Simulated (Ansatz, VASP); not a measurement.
## MnSb in VASP and in Ansatz

```
CELL_PARAMETERS angstrom
2.06209 3.57165 0.00000
-2.06209 3.57165 0.00000
0.00000 0.00000 5.78988
ATOMIC_POSITIONS crystal
Mn 0.00000 0.00000 0.00000
Mn 0.00000 0.00000 0.50000
Sb 0.33333 0.33334 0.25000
Sb 0.66666 0.66667 0.75000
```

Alike in both runs: task single point; functional PBE; k mesh 9 × 9 × 6; no spin polarisation.

|  | VASP | Ansatz |
| --- | --- | --- |
| version | VASP 6.6.1 | Ansatz 0.2.0 |
| potentials or method | VASP PAW PBE potentials, release 64 (Mn_pv, Sb), cutoff 520 eV | PAW plane waves |
| occupations | fermi-dirac, width 0.1 eV | fermi-dirac |
| valence electrons in the cell | 36 | 60 |

Ansatz gave:

```
pressure (GPa)                                                : -15.2
traceless stress, the component that is largest in VASP (GPa) : -4.50
```

Task: Which values does VASP return?

Result: Pressure (GPa): -15.3; traceless stress, the component that is largest in VASP (GPa): -4.38.

VASP's potentials hold 36 valence electrons a cell and Ansatz's 60, so a difference there can come from the potentials and not from the codes. Ansatz's warnings: structure snapped to symmetry.

Spin-orbit coupling is off throughout.
